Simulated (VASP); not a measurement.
# Hf3C2 (P6/mmm) in VASP: single point with PBE

Aim: the single point of Hf3C2 with PBE.

Everything below comes from runs of VASP 6.6.1. Logs are shortened: lines on timing, memory, paths and dates and some standing lists are left out, and cuts for length are marked.

**1. The cell of the first run**

Symmetry: P6/mmm, No. 191, hexagonal system. Conventional cell: a = 4.427 Å, b = 4.427 Å, c = 5.552 Å, α = 90.00°, β = 90.00°, γ = 120.00°. Hf (site symmetry -6m2) has 3 Hf at 2.56 Å and 6 C at 2.65 Å within 3.4 Å. Hf (site symmetry 6/mmm) has 2 C at 2.09 Å within 2.8 Å. Within 1.8 Å of C (site symmetry 6mm) lie 1 C at 1.37 Å.

**2. Single point, PBE**

INCAR reads:

```
SYSTEM = Hf3C2
  ALGO = Normal
  EDIFF = 1E-6
  ENCUT = 520
  GGA = PE
  ISIF = 2
  ISMEAR = 0
  LASPH = .TRUE.
  LCHARG = .FALSE.
  LREAL = .FALSE.
  LWAVE = .FALSE.
  NBANDS = 27
  NELM = 100
  PREC = Accurate
  SIGMA = 0.1
```

KPOINTS reads:

```
k-points
0
G
  12 12 8
  0 0 0
```

POSCAR reads:

```
Hf3C2
1.0
    4.4266584719      0.0000000000      0.0000000000
   -2.2133292360      3.8335986906      0.0000000000
    0.0000000000      0.0000000000      5.5517339404
Hf C
3 2
Direct
    0.3333333333      0.6666666667      0.7329069269
    0.6666666667      0.3333333333      0.7329069269
    0.0000000000      0.0000000000      0.2329116235
    0.0000000000      0.0000000000      0.6097625245
    0.0000000000      0.0000000000      0.8560569582
```

Potentials or basis: VASP PAW PBE potentials, release 64 (Hf_pv, C).

Launch:

```sh
cat potpaw_PBE.64/Hf_pv/POTCAR potpaw_PBE.64/C/POTCAR > POTCAR
mpirun -np 1 vasp_std > vasp.out
```

OUTCAR:

```text
SYSTEM = Hf3C2
   EDIFF = 1E-6
   ENCUT = 520
   GGA = PE
   ISIF = 2
   ISMEAR = 0
   LASPH = .TRUE.
   LREAL = .FALSE.
   NELM = 100
   PREC = Accurate

 ion  position               nearest neighbor table
   1  0.333  0.667  0.733-   2 2.56   2 2.56   2 2.56   4 2.65   4 2.65   4 2.65   5 2.65   5 2.65
                             5 2.65   3 3.77   3 3.77   3 3.77   3 3.77   3 3.77   3 3.77
   2  0.667  0.333  0.733-   1 2.56   1 2.56   1 2.56   4 2.65   4 2.65   4 2.65   5 2.65   5 2.65
                             5 2.65   3 3.77   3 3.77   3 3.77   3 3.77   3 3.77   3 3.77
   3  0.000  0.000  0.233-   4 2.09   5 2.09   1 3.77   2 3.77   2 3.77   1 3.77   2 3.77   1 3.77
                             1 3.77   2 3.77   2 3.77   1 3.77   1 3.77   2 3.77
   4  0.000  0.000  0.610-   5 1.37   3 2.09   1 2.65   2 2.65   2 2.65   1 2.65   2 2.65   1 2.65

   5  0.000  0.000  0.856-   4 1.37   3 2.09   1 2.65   2 2.65   2 2.65   1 2.65   2 2.65   1 2.65

  LATTYP: Found a hexagonal cell.
 ALAT       =     4.4266584719
 C/A-ratio  =     1.2541590854

  Lattice vectors:

 A1 = (   4.4266584719,   0.0000000000,   0.0000000000)
 A2 = (  -2.2133292360,   3.8335986906,   0.0000000000)
 A3 = (   0.0000000000,   0.0000000000,   5.5517339404)

Analysis of symmetry for initial positions (statically):
=====================================================================
 Subroutine PRICEL returns:
 Original cell was already a primitive cell.

 Routine SETGRP: Setting up the symmetry group for a
 hexagonal supercell.

 Subroutine GETGRP returns: Found 24 space group operations
 (whereof 12 operations were pure point group operations)
 out of a pool of 24 trial point group operations.

The static configuration has the point symmetry C_6v.
 The point group associated with its full space group is D_6h.

Analysis of symmetry for dynamics (positions and initial velocities):
=====================================================================
 Subroutine PRICEL returns:
 Original cell was already a primitive cell.

 Routine SETGRP: Setting up the symmetry group for a
 hexagonal supercell.

 Subroutine GETGRP returns: Found 24 space group operations
 (whereof 12 operations were pure point group operations)
 out of a pool of 24 trial point group operations.

The dynamic configuration has the point symmetry C_6v.
 The point group associated with its full space group is D_6h.

 Subroutine INISYM returns: Found 24 space group operations
 (whereof 12 operations are pure point group operations),
 and found     1 'primitive' translations

----------------------------------------------------------------------------------------
[... 99 lines left out ...]
   EDIFF  = 0.1E-05   stopping-criterion for ELM
   LREAL  =      F    real-space projection
   EDIFFG = 0.1E-04   stopping-criterion for IOM
   NSW    =      0    number of steps for IOM
   IBRION =     -1    ionic relax: 0-MD 1-quasi-New 2-CG
   NFREE  =      0    steps in history (QN), initial steepest desc. (CG)
   ISIF   =      2    stress and relaxation
   ISYM   =      2    0-nonsym 1-usesym 2-fastsym
   POTIM  = 0.5000    time-step for ionic-motion
   TEBEG  =    0.0;   TEEND  =   0.0 temperature during run
   PSTRESS=    0.0 pullay stress
   NELECT =      38.0000    total number of electrons
   NUPDOWN=      -1.0000    fix difference up-down
   EMIN   =  10.00;   EMAX   =-10.00  energy-range for DOS
   EFERMI =   0.00;   METHOD = LEGACY
   ISMEAR =     0;   SIGMA  =   0.10  broadening in eV -4-tet -1-fermi 0-gaus
   EFERMI_NEDOS =   21; number of points for ismear=-14 and -15
   IALGO  =     38    algorithm
   IMIX   =      4    mixing-type and parameters
     AMIX     =   0.40;   BMIX     =  1.00
     AMIX_MAG =   1.60;   BMIX_MAG =  1.00
  volume/ion in A,a.u.               =      18.84       127.16
  Fermi-wavevector in a.u.,A,eV,Ry     =   1.209573  2.285762 19.906249  1.463068
  Thomas-Fermi vector in A             =   2.345147
   LORBIT       =      0    0 simple, 1 ext, 2 COOP (PROOUT), +10 PAW based schemes
   GGA     = PE    functional components
   LHFCALC =     F    Hartree Fock is set to
   AEXX    =    0.0000 exact exchange contribution
   IVDW    =     0    specifies the selected vdW correction
   LEPSILON=     F    determine dielectric tensor
   LRPA    =     F    only Hartree local field effects (RPA)
 non-spin polarized calculation
 Gauss-broadening in eV      SIGMA  =   0.10
  energy-cutoff  :      520.00
  volume of cell :       94.21
 maximum number of plane-waves:      2565
 NGX is ok and might be reduce to    36
   NGX = 17   NGY = 17   NGZ = 21

 number of electron      38.0000001 magnetization

 Free energy of the ion-electron system (eV)
  ---------------------------------------------------
  ext. energy  EPLUGINS =         0.00000000
  ---------------------------------------------------
  free energy    TOTEN  =       -43.31744099 eV

  energy without entropy =      -43.29448806  energy(sigma->0) =      -43.30596452

 E-fermi :   4.1652     XC(G=0): -10.4898

 val. band max:        4.1573268360   @ k =   0.3333   0.2500   0.0000
 cond. band min:       4.1712492164   @ k =   0.4167   0.0833   0.2500
 fundamental gap:      0.0139223804
 Fermi energy:         4.1652074140

 k-point     1 :       0.0000    0.0000    0.0000
  band No.  band energies     occupation
      1     -27.6580      2.00000
      2     -27.6580      2.00000
      3     -27.3679      2.00000
      4     -27.3679      2.00000
      5     -27.1748      2.00000
      6     -26.8079      2.00000
[... 709 lines left out ...]
     26       7.6993      0.00000
     27       7.8344      0.00000

 [... further k-points ...]
[... 5 lines left out ...]
  --------------------------------------------------------------------------------------
  -------------------------------------------------------------------------------------
  Total       -0.3385564     -0.3385564     -0.0599094      0.0000000      0.0000000      0.0000000
  in kB       -5.7574515     -5.7574515     -1.0188130      0.0000000      0.0000000      0.0000000
  external PRESSURE =      -4.1779053 kB  Pullay stress =       0.0000000 kB

 VOLUME and BASIS-vectors are now :
 -----------------------------------------------------------------------------
  energy-cutoff  :      520.00
  volume of cell :       94.21
      direct lattice vectors                 reciprocal lattice vectors
     4.426658472  0.000000000  0.000000000     0.225904033  0.130425754  0.000000000
    -2.213329236  3.833598691  0.000000000     0.000000000  0.260851508  0.000000000
     0.000000000  0.000000000  5.551733940     0.000000000  0.000000000  0.180123906

 POSITION                                       TOTAL-FORCE (eV/Angst)
 -----------------------------------------------------------------------------------
     -0.00000      2.55573      4.06890        -0.000000     -0.000000      0.000000
      2.21333      1.27787      4.06890         0.000000     -0.000000      0.000000
      0.00000      0.00000      1.29306        -0.000000     -0.000000      0.000000
      0.00000      0.00000      3.38524        -0.000000      0.000000     -0.096055
      0.00000      0.00000      4.75260         0.000000     -0.000000      0.096055
 -----------------------------------------------------------------------------------
    total drift:                                0.000000      0.000000      0.017433

  FREE ENERGIE OF THE ION-ELECTRON SYSTEM (eV)
  ---------------------------------------------------
  free  energy   TOTEN  =       -43.3174409874 eV

  energy  without entropy=      -43.2944880594  energy(sigma->0) =      -43.30596452
```

Wall time 98 s (1 thread of Intel Xeon 6975P-C (Granite Rapids), shared host); peak memory 0.36 GiB.

What came out:

```yaml
Free_energy: -43.3174 eV
Pressure: -0.4 GPa
Largest_force: 0.096 eV/Å
Band_gap_on_the_k_mesh: zero (band 19 reaches 4.83 eV, above the bottom of band 20 at 3.45 eV)
```

Forces in eV/Å, atoms in the order of the input:
```
Hf   0.000  0.000  0.000
Hf   0.000  0.000  0.000
Hf   0.000  0.000  0.000
C    0.000  0.000 -0.096
C    0.000  0.000  0.096
```

Caveat: spin-orbit coupling is left out, which moves the levels of the heavy elements.
